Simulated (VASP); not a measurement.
# Cd (R-3m) in VASP: single point with LDA

Aim: the single point of Cd with LDA.

Program: VASP 6.6.1. These are calculated values, not measurements. Logs are shortened: lines on timing, memory, paths and dates and some standing lists are left out, and cuts for length are marked.

**1. The cell of the first run**

Symmetry: R-3m, No. 166, trigonal system. The conventional cell has a = 3.216 Å, b = 3.216 Å, c = 7.348 Å, α = 90.00°, β = 90.00°, γ = 120.00°. Cd (site symmetry -3m) has 12 Cd at 3.07 to 3.22 Å within 4.0 Å.

**2. Single point, LDA**

POSCAR

```
Cd
1.0
    1.6080291515      0.9283960635      2.4492874100
   -1.6080291515      0.9283960635      2.4492874100
    0.0000000000     -1.8567921270      2.4492874100
Cd
1
Direct
    0.0000000000      0.0000000000      0.0000000000
```

INCAR.step1

```
SYSTEM = Cd
  PREC = Accurate
  ENCUT = 520
  EDIFF = 1E-6
  ISMEAR = 0
  SIGMA = 0.05
  LREAL = .FALSE.
  LASPH = .TRUE.
  NELM = 60
  ALGO = Fast
  ISIF = 2
  LWAVE = .FALSE.
  LCHARG = .TRUE.
  NBANDS = 12
```

KPOINTS.step1

```
regular mesh
0
G
  15 15 15
  0 0 0
```

INCAR.step2

```
SYSTEM = Cd
  PREC = Accurate
  ENCUT = 520
  EDIFF = 1E-6
  ISMEAR = -5
  SIGMA = 0.05
  LREAL = .FALSE.
  LASPH = .TRUE.
  NELM = 60
  ALGO = Fast
  ISIF = 2
  LWAVE = .FALSE.
  LCHARG = .FALSE.
  LORBIT = 10
  NEDOS = 1001
  ICHARG = 11
```

KPOINTS.step2

```
regular mesh
0
G
  23 23 23
  0 0 0
```

Potentials or basis: VASP PAW LDA potentials, release 64 (Cd).

Command:

```console
$ cat potpaw_LDA.64/Cd/POTCAR > POTCAR
$ cp INCAR.step1 INCAR
$ cp KPOINTS.step1 KPOINTS
$ mpirun -np 1 vasp_std > vasp.out
$ cp INCAR.step2 INCAR
$ cp KPOINTS.step2 KPOINTS
$ mpirun -np 1 vasp_std > vasp.out
```

OUTCAR:

```text
SYSTEM = Cd
   PREC = Accurate
   ENCUT = 520
   EDIFF = 1E-6
   ISMEAR = -5
   LREAL = .FALSE.
   LASPH = .TRUE.
   NELM = 60
   ISIF = 2
   LORBIT = 10
   ICHARG = 11

 ion  position               nearest neighbor table
   1  0.000  0.000  0.000-

  LATTYP: Found a trigonal (rhomboedric) cell.
 ALAT       =     3.0735461310
 COS(alpha) =     0.4525576903

  Lattice vectors:

 A1 = (   1.6080291515,   0.9283960635,   2.4492874100)
 A2 = (  -1.6080291515,   0.9283960635,   2.4492874100)
 A3 = (   0.0000000000,  -1.8567921270,   2.4492874100)

Analysis of symmetry for initial positions (statically):
=====================================================================
 Subroutine PRICEL returns:
 Original cell was already a primitive cell.

 Routine SETGRP: Setting up the symmetry group for a
 trigonal (rhombohedral) supercell.

 Subroutine GETGRP returns: Found 12 space group operations
 (whereof 12 operations were pure point group operations)
 out of a pool of 12 trial point group operations.

The static configuration has the point symmetry D_3d.

Analysis of symmetry for dynamics (positions and initial velocities):
=====================================================================
 Subroutine PRICEL returns:
 Original cell was already a primitive cell.

 Routine SETGRP: Setting up the symmetry group for a
 trigonal (rhombohedral) supercell.

 Subroutine GETGRP returns: Found 12 space group operations
 (whereof 12 operations were pure point group operations)
 out of a pool of 12 trial point group operations.

The dynamic configuration has the point symmetry D_3d.

 Subroutine INISYM returns: Found 12 space group operations
 (whereof 12 operations are pure point group operations),
 and found     1 'primitive' translations

----------------------------------------------------------------------------------------

                                     Primitive cell

  volume of cell :      21.9391

  direct lattice vectors                    reciprocal lattice vectors
     1.608029152  0.928396064  2.449287410     0.310939637  0.179521083  0.136094005
    -1.608029152  0.928396064  2.449287410    -0.310939637  0.179521083  0.136094005
     0.000000000 -1.856792127  2.449287410     0.000000000 -0.359042166  0.136094005

  length of vectors
     3.073546131  3.073546131  3.073546131     0.383969862  0.383969862  0.383969862

  position of ions in fractional coordinates (direct lattice)
     0.000000000  0.000000000  0.000000000

  ion indices of the primitive-cell ions
   primitive index   ion index
                 1           1

----------------------------------------------------------------------------------------

 KPOINTS: regular mesh

Automatic generation of k-mesh.
 Grid dimensions read from file:
 generate k-points for:   23   23   23

 Generating k-lattice:

  Cartesian coordinates                     Fractional coordinates (reciprocal lattice)
     0.013519115  0.007805264  0.005917131     0.043478261  0.000000000  0.000000000
    -0.013519115  0.007805264  0.005917131     0.000000000  0.043478261  0.000000000
     0.000000000 -0.015610529  0.005917131     0.000000000  0.000000000  0.043478261

  Length of vectors
     0.016694342  0.016694342  0.016694342

  Shift w.r.t. Gamma in fractional coordinates (k-lattice)
     0.000000000  0.000000000  0.000000000

 TETIRR: Found   6095 inequivalent tetrahedra from    73002

 Subroutine IBZKPT returns following result:
 ===========================================

 Found   1156 irreducible k-points:

 Following reciprocal coordinates:
            Coordinates               Weight
  0.000000  0.000000  0.000000      1.000000
  0.043478  0.000000  0.000000      6.000000
  0.086957  0.000000  0.000000      6.000000
  0.130435  0.000000  0.000000      6.000000
  0.173913 -0.000000 -0.000000      6.000000
  0.217391 -0.000000 -0.000000      6.000000
[... 16 lines left out ...]
  0.478261  0.043478 -0.000000     12.000000
 -0.478261  0.043478  0.000000     12.000000
 [... further k-points ...]
   k-points           NKPTS =   1156   k-points in BZ     NKDIM =   1156   number of bands    NBANDS=     10
   number of dos      NEDOS =   1001   number of ions     NIONS =      1
   total plane-waves  NPLWV =  13824
   dimension x,y,z NGX =    24 NGY =   24 NGZ =   24
   dimension x,y,z NGXF=    48 NGYF=   48 NGZF=   48
   ions per type =               1
   NGX,Y,Z   is equivalent  to a cutoff of  12.98, 12.98, 12.98 a.u.
   NGXF,Y,Z  is equivalent  to a cutoff of  25.96, 25.96, 25.96 a.u.
 SYSTEM =  Cd
   PREC   = accura    normal or accurate (medium, high low for compatibility)
   ISTART =      0    job   : 0-new  1-cont  2-samecut
   ICHARG =     11    charge: 1-file 2-atom 10-const
   ISPIN  =      1    spin polarized calculation?
   LNONCOLLINEAR =      F non collinear calculations
   LSORBIT =      F    spin-orbit coupling
   LASPH  =      T    aspherical Exc in radial PAW
   ENCUT  =  520.0 eV  38.22 Ry    6.18 a.u.   5.71  5.71  5.71*2*pi/ulx,y,z
   NELM   =     60;   NELMIN=  2; NELMDL=  0     # of ELM steps
   EDIFF  = 0.1E-05   stopping-criterion for ELM
   LREAL  =      F    real-space projection
   EDIFFG = 0.1E-04   stopping-criterion for IOM
   NSW    =      0    number of steps for IOM
   IBRION =     -1    ionic relax: 0-MD 1-quasi-New 2-CG
   NFREE  =      0    steps in history (QN), initial steepest desc. (CG)
   ISIF   =      2    stress and relaxation
   ISYM   =      2    0-nonsym 1-usesym 2-fastsym
   POTIM  = 0.5000    time-step for ionic-motion
   TEBEG  =    0.0;   TEEND  =   0.0 temperature during run
   PSTRESS=    0.0 pullay stress
   NELECT =      12.0000    total number of electrons
   NUPDOWN=      -1.0000    fix difference up-down
   EMIN   =  10.00;   EMAX   =-10.00  energy-range for DOS
   EFERMI =   0.00;   METHOD = LEGACY
   ISMEAR =    -5;   SIGMA  =   0.05  broadening in eV -4-tet -1-fermi 0-gaus
   EFERMI_NEDOS =   21; number of points for ismear=-14 and -15
   IALGO  =     68    algorithm
   IMIX   =      4    mixing-type and parameters
     AMIX     =   0.40;   BMIX     =  1.00
     AMIX_MAG =   1.60;   BMIX_MAG =  1.00
  volume/ion in A,a.u.               =      21.94       148.05
  Fermi-wavevector in a.u.,A,eV,Ry     =   1.338842  2.530044 24.388398  1.792497
  Thomas-Fermi vector in A             =   2.467280
   LORBIT       =     10    0 simple, 1 ext, 2 COOP (PROOUT), +10 PAW based schemes
   GGA     = CA    functional components
   LHFCALC =     F    Hartree Fock is set to
   AEXX    =    0.0000 exact exchange contribution
   IVDW    =     0    specifies the selected vdW correction
   LEPSILON=     F    determine dielectric tensor
   LRPA    =     F    only Hartree local field effects (RPA)
 non-spin polarized calculation
 RMM-DIIS sequential band-by-band and
 Fermi weights with tetrahedron method with Bloechl corrections
  energy-cutoff  :      520.00
  volume of cell :       21.94
 maximum number of plane-waves:       602

 number of electron      11.9999997 magnetization

 Free energy of the ion-electron system (eV)
  ---------------------------------------------------
  ext. energy  EPLUGINS =         0.00000000
  ---------------------------------------------------
  free energy    TOTEN  =        -1.47793594 eV

  energy without entropy =       -1.47793594  energy(sigma->0) =       -1.47793594

 E-fermi :   2.4991     XC(G=0): -11.2953

 val. band max:        2.5952082065   @ k =  -0.3478   0.4783   0.3478
 cond. band min:       2.4068797759   @ k =  -0.4348  -0.4783   0.3913
 fundamental gap:     -0.1883284306
 Fermi energy:         2.4991282233

 k-point     1 :       0.0000    0.0000    0.0000
  band No.  band energies     occupation
      1      -6.6188      2.00000
      2      -6.6188      2.00000
      3      -6.4175      2.00000
      4      -6.2016      2.00000
      5      -6.0480      2.00000
      6      -6.0480      2.00000
      7      16.0885      0.00000
      8      16.5918      0.00000
      9      16.5918      0.00000
     10      19.5617      0.00000

 k-point     2 :       0.0435    0.0000    0.0000
  band No.  band energies     occupation
      1      -6.6189      2.00000
      2      -6.6138      2.00000
      3      -6.4096      2.00000
      4      -6.1570      2.00000
      5      -6.0494      2.00000
      6      -6.0493      2.00000
      7      15.6908      0.00000
      8      16.2866      0.00000
      9      16.5392      0.00000
     10      19.3187      0.00000

 k-point     3 :       0.0870    0.0000    0.0000
  band No.  band energies     occupation
      1      -6.6286      2.00000
      2      -6.6003      2.00000
      3      -6.3859      2.00000
      4      -6.0564      2.00000
      5      -6.0518      2.00000
      6      -6.0109      2.00000
      7      14.3248      0.00000
      8      16.2171      0.00000
      9      16.3981      0.00000
     10      19.0580      0.00000

 k-point     4 :       0.1304    0.0000    0.0000
  band No.  band energies     occupation
      1      -6.6576      2.00000
      2      -6.5828      2.00000
      3      -6.3512      2.00000
      4      -6.0543      2.00000
      5      -6.0514      2.00000
      6      -5.7627      2.00000
      7      12.7337      0.00000
      8      16.1740      0.00000
      9      16.2035      0.00000
     10      18.7542      0.00000
[... 222 lines left out ...]
 k-point    22 :       0.4348    0.0435   -0.0000
  band No.  band energies     occupation
      1      -6.9985      2.00000
      2      -6.6343      2.00000
      3      -6.3550      2.00000
      4      -5.8404      2.00000
      5      -5.6812      2.00000
      6      -1.3787      2.00000
      7       2.7826      0.37763
      8      14.6956      0.00000
      9      15.0046      0.00000
     10      16.4032      0.00000

 k-point    23 :       0.4783    0.0435   -0.0000
  band No.  band energies     occupation
      1      -7.0192      2.00000
      2      -6.6450      2.00000
      3      -6.3658      2.00000
      4      -5.8079      2.00000
      5      -5.6562      2.00000
      6      -0.3944      2.00000
      7       1.5762      2.07860
      8      14.5914      0.00000
      9      14.8135      0.00000
     10      16.3715      0.00000

 k-point    24 :      -0.4783    0.0435    0.0000
  band No.  band energies     occupation
      1      -7.0237      2.00000
      2      -6.6472      2.00000
      3      -6.3698      2.00000
      4      -5.7942      2.00000
      5      -5.6555      2.00000
      6       0.1424      2.00000
      7       0.9869      2.00000
      8      14.3412      0.00000
      9      14.9222      0.00000
     10      16.4269      0.00000

 [... further k-points ...]

------------------------ aborting loop because EDIFF is reached ----------------------------------------

  FORCE on cell =-STRESS in cart. coord.  units (eV):
  Direction    XX          YY          ZZ          XY          YZ          ZX
  --------------------------------------------------------------------------------------
  -------------------------------------------------------------------------------------
  Total       -0.5556552     -0.5556552     -0.7276150      0.0000000     -0.0000000      0.0000000
  in kB      -40.5786671    -40.5786671    -53.1366300      0.0000000     -0.0000000      0.0000000
  external PRESSURE =     -44.7646547 kB  Pullay stress =       0.0000000 kB

 VOLUME and BASIS-vectors are now :
 -----------------------------------------------------------------------------
  energy-cutoff  :      520.00
  volume of cell :       21.94
      direct lattice vectors                 reciprocal lattice vectors
     1.608029152  0.928396064  2.449287410     0.310939637  0.179521083  0.136094005
    -1.608029152  0.928396064  2.449287410    -0.310939637  0.179521083  0.136094005
     0.000000000 -1.856792127  2.449287410     0.000000000 -0.359042166  0.136094005

 POSITION                                       TOTAL-FORCE (eV/Angst)
 -----------------------------------------------------------------------------------
      0.00000      0.00000      0.00000         0.000000     -0.000000      0.000000
 -----------------------------------------------------------------------------------
    total drift:                                0.000000      0.000000     -0.000000

  FREE ENERGIE OF THE ION-ELECTRON SYSTEM (eV)
  ---------------------------------------------------
  free  energy   TOTEN  =        -1.4779359405 eV

  energy  without entropy=       -1.4779359405  energy(sigma->0) =       -1.47793594

 total charge

# of ion       s       p       d       tot
------------------------------------------
    1        0.548   0.280   9.479  10.307
```

Run time: 3 min. Hardware: 1 thread of Intel Xeon 8259CL, shared host; peak memory 0.36 GiB.

Results:

```yaml
Valence_electrons_inside_the_program's_atomic_spheres: Cd 10.31
```

Levels at points of the mesh, in eV from the Fermi level:
| k point | band 4 | band 5 | band 6 | band 7 | band 8 | band 9 |
| --- | --- | --- | --- | --- | --- | --- |
| (0.00, 0.00, 0.00) | -8.70 | -8.55 | -8.55 | 13.59 | 14.09 | 14.09 |
